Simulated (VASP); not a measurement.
Wanted: the native input for a VASP 6.6.1 run.

| Property | Result |
| --- | --- |
| Task | single point |
| Functional | PBEsol |
| Potentials or basis | VASP PAW PBE potentials, release 64 (Ir) |
| Cutoff | 520 eV |
| k mesh | 3 × 13 × 4 |
| Occupations | fermi-dirac, width 0.05 eV |
| Spin | no spin polarisation |
| Dipole correction | no |
| Further INCAR settings | ALGO = Normal; EDIFF = 1e-06; NBANDS = 16 |

The structure of Ir lies in POSCAR:

```
Ir
1.0
   12.5176085244      0.0000000000      0.0000000000
    0.0000000000      2.2843725768      0.0000000000
    0.0000000000      0.0000000000      7.3570660129
Ir
2
Direct
    0.2500000000      0.0000000000      0.1639900000
    0.7500000000      0.0000000000      0.8360100000
```

The input as run:

INCAR

```
ALGO = Normal ; EDIFF = 1E-6
ENCUT = 520 ; GGA = PS
ISIF = 2 ; ISMEAR = -1
LASPH = True ; LCHARG = False
LREAL = False ; LWAVE = False
NBANDS = 16 ; NELM = 80
PREC = Accurate ; SIGMA = 0.05
```

KPOINTS

```
k-points
0
Gamma
  3 13 4
```

Potentials or basis: VASP PAW PBE potentials, release 64 (Ir).

Command:

```sh
$ cat potpaw_PBE.64/Ir/POTCAR > POTCAR
$ mpirun -np 1 vasp_std > vasp.out
```

Results of the run:

The pressure is -1.0 GPa. The band gap on the k mesh is zero (bands 9 and 10 overlap by 3.06 eV).

Caveat: the PAW data sets were made with another functional, which shifts forces and pressure a little; spin-orbit coupling is left out, which moves the levels of the heavy elements.

Run time: 80 s on 1 thread of AMD EPYC 7R13 Processor (Zen 3), on a shared host, peak memory 0.32 GiB.
